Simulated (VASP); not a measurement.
# NbP (I4_1md) in VASP: further runs

The runs below take NbP through single point, with PBEsol.

Program: VASP 6.6.1. These are calculated values, not measurements. Logs are shortened: lines on timing, memory, paths and dates and some standing lists are left out, and cuts for length are marked.

## 1. The cell of the first run

The structure is tetragonal, space group I4_1md (No. 109). The conventional cell has a = 3.312 Å, b = 3.312 Å, c = 11.240 Å, α = 90.00°, β = 90.00°, γ = 90.00°. Nb (site symmetry 2mm) has 6 P at 2.51 to 2.52 Å and 8 Nb at 3.26 to 3.31 Å within 3.4 Å. P (site symmetry 2mm) has 6 Nb at 2.51 to 2.52 Å and 8 P at 3.26 to 3.31 Å within 3.4 Å.

## 2. Single point, PBEsol

Contents of INCAR:

```
SYSTEM = NbP
ALGO = Normal
EDIFF = 1E-7
ENCUT = 520
GGA = PS
ISIF = 2
ISMEAR = -1
LASPH = .TRUE.
LCHARG = .FALSE.
LREAL = .FALSE.
LWAVE = .FALSE.
NBANDS = 26
NELM = 80
PREC = Accurate
SIGMA = 0.05
```

Contents of KPOINTS:

```
k-points
0
G
  11 11 11
  0 0 0
```

Contents of POSCAR:

```
NbP
1.0
   -1.6557760435      1.6557760435      5.6201973431
    1.6557760435     -1.6557760435      5.6201973431
    1.6557760435      1.6557760435     -5.6201973431
Nb P
2 2
Direct
    0.2502489551      0.7502489551      0.5000000000
    0.5002489551      0.5002489551      0.0000000000
    0.8323796149      0.3323796149      0.5000000000
    0.0823796149      0.0823796149      0.0000000000
```

Potentials or basis: VASP PAW PBE potentials, release 64 (Nb_sv, P).

On the command line:

```
> cat potpaw_PBE.64/Nb_sv/POTCAR potpaw_PBE.64/P/POTCAR > POTCAR
> mpirun -np 1 vasp_std > vasp.out
```

OUTCAR:

```text
SYSTEM = NbP
   EDIFF = 1E-7
   ENCUT = 520
   GGA = PS
   ISIF = 2
   ISMEAR = -1
   LASPH = .TRUE.
   LREAL = .FALSE.
   NELM = 80
   PREC = Accurate

 ion  position               nearest neighbor table
   1  0.250  0.750  0.500-   4 2.51   4 2.51   3 2.52   3 2.52   3 2.52   3 2.52
   2  0.500  0.500  0.000-   3 2.51   3 2.51   4 2.52   4 2.52   4 2.52   4 2.52
   3  0.832  0.332  0.500-   2 2.51   2 2.51   1 2.52   1 2.52   1 2.52   1 2.52
   4  0.082  0.082  0.000-   1 2.51   1 2.51   2 2.52   2 2.52   2 2.52   2 2.52

  LATTYP: Found a body centered tetragonal cell.
 ALAT       =     3.3115520870
 C/A-ratio  =     3.3942980182

  Lattice vectors:

 A1 = (  -1.6557760435,   1.6557760435,   5.6201973431)
 A2 = (   1.6557760435,  -1.6557760435,   5.6201973431)
 A3 = (   1.6557760435,   1.6557760435,  -5.6201973431)

Analysis of symmetry for initial positions (statically):
=====================================================================
 Subroutine PRICEL returns:
 Original cell was already a primitive cell.

 Routine SETGRP: Setting up the symmetry group for a
 body centered tetragonal supercell.

 Subroutine GETGRP returns: Found  8 space group operations
 (whereof  4 operations were pure point group operations)
 out of a pool of 16 trial point group operations.

The static configuration has the point symmetry C_2v.
 The point group associated with its full space group is C_4v.

Analysis of symmetry for dynamics (positions and initial velocities):
=====================================================================
 Subroutine PRICEL returns:
 Original cell was already a primitive cell.

 Routine SETGRP: Setting up the symmetry group for a
 body centered tetragonal supercell.

 Subroutine GETGRP returns: Found  8 space group operations
 (whereof  4 operations were pure point group operations)
 out of a pool of 16 trial point group operations.

The dynamic configuration has the point symmetry C_2v.
 The point group associated with its full space group is C_4v.

 Subroutine INISYM returns: Found  8 space group operations
 (whereof  4 operations are pure point group operations),
 and found     1 'primitive' translations

----------------------------------------------------------------------------------------

                                     Primitive cell

  volume of cell :      61.6332

  direct lattice vectors                    reciprocal lattice vectors
    -1.655776043  1.655776043  5.620197343     0.000000000  0.301973206  0.088964848
     1.655776043 -1.655776043  5.620197343     0.301973206  0.000000000  0.088964848
     1.655776043  1.655776043 -5.620197343     0.301973206  0.301973206  0.000000000

  length of vectors
     6.088497909  6.088497909  6.088497909     0.314805593  0.314805593  0.427054603

  position of ions in fractional coordinates (direct lattice)
     0.250248955  0.750248955  0.500000000
     0.500248955  0.500248955  0.000000000
     0.832379615  0.332379615  0.500000000
     0.082379615  0.082379615  0.000000000

  ion indices of the primitive-cell ions
   primitive index   ion index
                 1           1
                 2           2
                 3           3
                 4           4

----------------------------------------------------------------------------------------

 KPOINTS: k-points

Automatic generation of k-mesh.
 Grid dimensions read from file:
 generate k-points for:   11   11   11

 Generating k-lattice:

  Cartesian coordinates                     Fractional coordinates (reciprocal lattice)
     0.000000000  0.027452110  0.008087713     0.090909091  0.000000000 -0.000000000
     0.027452110  0.000000000  0.008087713     0.000000000  0.090909091 -0.000000000
     0.027452110  0.027452110  0.000000000     0.000000000  0.000000000  0.090909091

  Length of vectors
     0.028618690  0.028618690  0.038823146

  Shift w.r.t. Gamma in fractional coordinates (k-lattice)
     0.000000000  0.000000000  0.000000000

 Subroutine IBZKPT returns following result:
 ===========================================

 Found    126 irreducible k-points:

 Following reciprocal coordinates:
            Coordinates               Weight
  0.000000  0.000000  0.000000      1.000000
  0.090909 -0.000000  0.000000      8.000000
  0.181818 -0.000000  0.000000      8.000000
  0.272727 -0.000000  0.000000      8.000000
  0.363636 -0.000000  0.000000      8.000000
  0.454545 -0.000000  0.000000      8.000000
[... 16 lines left out ...]
 -0.272727  0.181818  0.000000     16.000000
 -0.181818  0.181818  0.000000      4.000000
 [... further k-points ...]
   k-points           NKPTS =    126   k-points in BZ     NKDIM =    126   number of bands    NBANDS=     26
   number of dos      NEDOS =    301   number of ions     NIONS =      4
   total plane-waves  NPLWV = 110592
   dimension x,y,z NGX =    48 NGY =   48 NGZ =   48
   dimension x,y,z NGXF=    96 NGYF=   96 NGZF=   96
   ions per type =               2   2
   NGX,Y,Z   is equivalent  to a cutoff of  13.11, 13.11, 13.11 a.u.
   NGXF,Y,Z  is equivalent  to a cutoff of  26.21, 26.21, 26.21 a.u.
 SYSTEM =  NbP
   PREC   = accura    normal or accurate (medium, high low for compatibility)
   ISTART =      0    job   : 0-new  1-cont  2-samecut
   ICHARG =      2    charge: 1-file 2-atom 10-const
   ISPIN  =      1    spin polarized calculation?
   LNONCOLLINEAR =      F non collinear calculations
   LSORBIT =      F    spin-orbit coupling
   LASPH  =      T    aspherical Exc in radial PAW
   ENCUT  =  520.0 eV  38.22 Ry    6.18 a.u.  11.32 11.32 11.32*2*pi/ulx,y,z
   NELM   =     80;   NELMIN=  2; NELMDL= -5     # of ELM steps
   EDIFF  = 0.1E-06   stopping-criterion for ELM
   LREAL  =      F    real-space projection
   EDIFFG = 0.1E-05   stopping-criterion for IOM
   NSW    =      0    number of steps for IOM
   IBRION =     -1    ionic relax: 0-MD 1-quasi-New 2-CG
   NFREE  =      0    steps in history (QN), initial steepest desc. (CG)
   ISIF   =      2    stress and relaxation
   ISYM   =      2    0-nonsym 1-usesym 2-fastsym
   POTIM  = 0.5000    time-step for ionic-motion
   TEBEG  =    0.0;   TEEND  =   0.0 temperature during run
   PSTRESS=    0.0 pullay stress
   NELECT =      36.0000    total number of electrons
   NUPDOWN=      -1.0000    fix difference up-down
   EMIN   =  10.00;   EMAX   =-10.00  energy-range for DOS
   EFERMI =   0.00;   METHOD = LEGACY
   ISMEAR =    -1;   SIGMA  =   0.05  broadening in eV -4-tet -1-fermi 0-gaus
   EFERMI_NEDOS =   21; number of points for ismear=-14 and -15
   IALGO  =     38    algorithm
   IMIX   =      4    mixing-type and parameters
     AMIX     =   0.40;   BMIX     =  1.00
     AMIX_MAG =   1.60;   BMIX_MAG =  1.00
  volume/ion in A,a.u.               =      15.41       103.98
  Fermi-wavevector in a.u.,A,eV,Ry     =   1.368477  2.586046 25.480019  1.872729
  Thomas-Fermi vector in A             =   2.494437
   LORBIT       =      0    0 simple, 1 ext, 2 COOP (PROOUT), +10 PAW based schemes
   GGA     = PS    functional components
   LHFCALC =     F    Hartree Fock is set to
   AEXX    =    0.0000 exact exchange contribution
   IVDW    =     0    specifies the selected vdW correction
   LEPSILON=     F    determine dielectric tensor
   LRPA    =     F    only Hartree local field effects (RPA)
 non-spin polarized calculation
  energy-cutoff  :      520.00
  volume of cell :       61.63
 maximum number of plane-waves:      1683
 NGX is ok and might be reduce to    48
   NGX = 23   NGY = 23   NGZ = 23

 number of electron      36.0000001 magnetization

 Free energy of the ion-electron system (eV)
  ---------------------------------------------------
  ext. energy  EPLUGINS =         0.00000000
  ---------------------------------------------------
  free energy    TOTEN  =       -37.83449386 eV

  energy without entropy =      -37.82930416  energy(sigma->0) =      -37.83189901

 E-fermi :  11.0471     XC(G=0): -12.3158

 val. band max:       11.0331110834   @ k =  -0.3636   0.4545   0.3636
 cond. band min:      11.0897077912   @ k =  -0.1818   0.2727   0.1818
 fundamental gap:      0.0565967078
 Fermi energy:        11.0471214061

 k-point     1 :       0.0000    0.0000    0.0000
  band No.  band energies     occupation
      1     -43.6608      2.00000
      2     -43.6125      2.00000
      3     -20.0207      2.00000
      4     -19.7707      2.00000
      5     -19.7707      2.00000
      6     -19.6121      2.00000
[... 18 lines left out ...]
     25      15.3145      0.00000
     26      15.3145      0.00000

 k-point     2 :       0.0909   -0.0000    0.0000
  band No.  band energies     occupation
      1     -43.6584      2.00000
      2     -43.6116      2.00000
      3     -20.0117      2.00000
      4     -19.7965      2.00000
      5     -19.7687      2.00000
      6     -19.6377      2.00000
[... 18 lines left out ...]
     25      15.3634      0.00000
     26      15.7336      0.00000

 k-point     3 :       0.1818   -0.0000    0.0000
  band No.  band energies     occupation
      1     -43.6518      2.00000
      2     -43.6094      2.00000
      3     -19.9904      2.00000
      4     -19.8615      2.00000
      5     -19.7633      2.00000
      6     -19.7010      2.00000
[... 18 lines left out ...]
     25      15.8391      0.00000
     26      16.6228      0.00000

 k-point     4 :       0.2727   -0.0000    0.0000
  band No.  band energies     occupation
      1     -43.6429      2.00000
      2     -43.6068      2.00000
      3     -19.9975      2.00000
      4     -19.9109      2.00000
      5     -19.7752      2.00000
      6     -19.7561      2.00000
[... 18 lines left out ...]
     25      16.1221      0.00000
     26      17.4365      0.00000

 k-point     5 :       0.3636   -0.0000    0.0000
  band No.  band energies     occupation
      1     -43.6341      2.00000
      2     -43.6049      2.00000
      3     -20.0628      2.00000
      4     -19.9134      2.00000
      5     -19.8183      2.00000
      6     -19.7495      2.00000
[... 18 lines left out ...]
     25      15.7549      0.00000
     26      17.7390      0.00000

 k-point     6 :       0.4545   -0.0000    0.0000
  band No.  band energies     occupation
      1     -43.6284      2.00000
      2     -43.6043      2.00000
      3     -20.1086      2.00000
      4     -19.9327      2.00000
      5     -19.8127      2.00000
      6     -19.7455      2.00000
[... 427 lines left out ...]
 k-point    21 :      -0.4545    0.1818   -0.0000
  band No.  band energies     occupation
      1     -43.6215      2.00000
      2     -43.5995      2.00000
      3     -20.0919      2.00000
      4     -19.9164      2.00000
      5     -19.8439      2.00000
      6     -19.7955      2.00000
[... 18 lines left out ...]
     25      15.7400      0.00000
     26      17.6107      0.00000

 k-point    22 :      -0.3636    0.1818   -0.0000
  band No.  band energies     occupation
      1     -43.6280      2.00000
      2     -43.5993      2.00000
      3     -20.0468      2.00000
      4     -19.9036      2.00000
      5     -19.8389      2.00000
      6     -19.8093      2.00000
[... 18 lines left out ...]
     25      15.9624      0.00000
     26      17.6650      0.00000

 k-point    23 :      -0.2727    0.1818    0.0000
  band No.  band energies     occupation
      1     -43.6365      2.00000
      2     -43.6013      2.00000
      3     -19.9835      2.00000
      4     -19.9081      2.00000
      5     -19.8353      2.00000
      6     -19.7686      2.00000
[... 18 lines left out ...]
     25      16.0399      0.00000
     26      17.2049      0.00000

 k-point    24 :      -0.1818    0.1818    0.0000
  band No.  band energies     occupation
      1     -43.6447      2.00000
      2     -43.6045      2.00000
      3     -19.9759      2.00000
      4     -19.8657      2.00000
      5     -19.8358      2.00000
      6     -19.7008      2.00000
[... 18 lines left out ...]
     25      15.4812      0.00000
     26      16.7699      0.00000

 [... further k-points ...]

------------------------ aborting loop because EDIFF is reached ----------------------------------------

  FORCE on cell =-STRESS in cart. coord.  units (eV):
  Direction    XX          YY          ZZ          XY          YZ          ZX
  --------------------------------------------------------------------------------------
  -------------------------------------------------------------------------------------
  Total        0.6762737      0.6762737      0.6825991      0.0000000      0.0000000      0.0000000
  in kB       17.5799789     17.5799789     17.7444096      0.0000000      0.0000000      0.0000000
  external PRESSURE =      17.6347891 kB  Pullay stress =       0.0000000 kB

 VOLUME and BASIS-vectors are now :
 -----------------------------------------------------------------------------
  energy-cutoff  :      520.00
  volume of cell :       61.63
      direct lattice vectors                 reciprocal lattice vectors
    -1.655776043  1.655776043  5.620197343     0.000000000  0.301973206  0.088964848
     1.655776043 -1.655776043  5.620197343     0.301973206  0.000000000  0.088964848
     1.655776043  1.655776043 -5.620197343     0.301973206  0.301973206  0.000000000

 POSITION                                       TOTAL-FORCE (eV/Angst)
 -----------------------------------------------------------------------------------
      1.65578      0.00000      2.81290        -0.000000     -0.000000     -0.000090
      0.00000      0.00000      5.62300         0.000000      0.000000     -0.000090
      0.00000      1.65578      3.73608        -0.000000      0.000000      0.000090
      0.00000      0.00000      0.92598         0.000000     -0.000000      0.000090
 -----------------------------------------------------------------------------------
    total drift:                                0.000000      0.000000     -0.000187

  FREE ENERGIE OF THE ION-ELECTRON SYSTEM (eV)
  ---------------------------------------------------
  free  energy   TOTEN  =       -37.8344938578 eV

  energy  without entropy=      -37.8293041562  energy(sigma->0) =      -37.83189901
```

It took 4 min on 1 thread of Intel Xeon 6975P-C (Granite Rapids), shared host; peak memory 0.41 GiB.

What came out:

- Free energy: -37.8345 eV
- Pressure: 1.8 GPa
- Band gap on the k mesh: 0.06 eV (least direct gap 0.10 eV)

Caveat: the PAW data sets were made with another functional, which shifts forces and pressure a little; an odd mesh through Γ misses points on the zone boundary, where band edges can lie.

(Part 1 of 2 ends here.)
